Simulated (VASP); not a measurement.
Here is a VASP 6.6.1 calculation.

The input INCAR:

```
SYSTEM = Cl
ALGO = Normal
EDIFF = 1E-7
ENCUT = 520
GGA = PS
ISIF = 2
ISMEAR = -1
LASPH = .TRUE.
LCHARG = .TRUE.
LELF = .TRUE.
LREAL = .FALSE.
LVHAR = .TRUE.
LWAVE = .FALSE.
NBANDS = 10
NELM = 60
PREC = Accurate
SIGMA = 0.08
```

The input KPOINTS:

```
k-points
0
G
  15 15 15
  0 0 0
```

The input POSCAR:

```
Cl
1.0
    2.5865941988      0.0000000000      0.0000000000
    0.0000000000      2.5865941988      0.0000000000
    0.0000000000      0.0000000000      2.5865941988
Cl
1
Direct
    0.0000000000      0.0000000000      0.0000000000
```

Potentials or basis: VASP PAW PBE potentials, release 64 (Cl).

Launch:

```sh
$ cat potpaw_PBE.64/Cl/POTCAR > POTCAR
$ mpirun -np 1 vasp_std > vasp.out
```

Task: Estimate the pressure.

Result: 17.4 GPa.

Caveat: the PAW data sets were made with another functional, which shifts forces and pressure a little; an odd number of electrons without spin polarisation forces a metal; a magnetic or distorted state may lie lower.
